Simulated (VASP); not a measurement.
LuF4:

```
Lu F
1.0
     4.22910    0.00000    0.00000
     0.00000    4.22910    0.00000
     0.00000    0.00000    4.22910
Lu F
1 4
Cartesian
  0.0000 0.0000 0.0000
  2.1146 2.1146 2.1146
  0.0000 2.1146 2.1146
  2.1146 0.0000 2.1146
  2.1146 2.1146 0.0000
```

The cell was built from a structure type or drawn by symmetry, and may not be a known phase.

- Program: VASP 6.6.1
- Task: relaxation of cell and atoms
- Functional: PBE
- Potentials or basis: VASP PAW PBE potentials, release 64 (Lu, F)
- Cutoff: 600 eV
- k mesh: 4 × 4 × 4
- Occupations: gaussian, width 0.1 eV
- Spin: no spin polarisation

At the start: pressure -11.1 GPa; volume 15.13 Å³/atom.

How do energy, volume and symmetry change on relaxing?

Over 3 steps the energy falls by 103.7 meV/atom and the volume is 12.61 Å³/atom (-16.6 %); space group Pm-3m (No. 221, to 0.1 Å) before and after.

Step by step:
| step | energy change (eV) | largest force (eV/Å) | pressure (GPa) | volume (Å³) |
| --- | --- | --- | --- | --- |
| 1 | 0.0000 | 0.0000 | -11.13 | 75.64 |
| 2 | -0.5054 | 0.0000 | -2.34 | 64.71 |
| 3 | -0.5183 | 0.0000 | -0.20 | 63.05 |

Final structure:
```
Lu F
1.0
     3.98014    0.00000    0.00000
     0.00000    3.98014    0.00000
     0.00000    0.00000    3.98014
Lu F
1 4
Direct
  0.00000 0.00000 0.00000
  0.50000 0.50000 0.50000
  0.00000 0.50000 0.50000
  0.50000 0.00000 0.50000
  0.50000 0.50000 0.00000
```

Caveat: the k points lie up to 0.39 Å⁻¹ apart in the final cell, too coarse for converged energies and pressures of a metal; the volume moved by over 15 % at a fixed basis, so the end points are rough; an odd number of electrons without spin polarisation forces a metal; a magnetic or distorted state may lie lower.
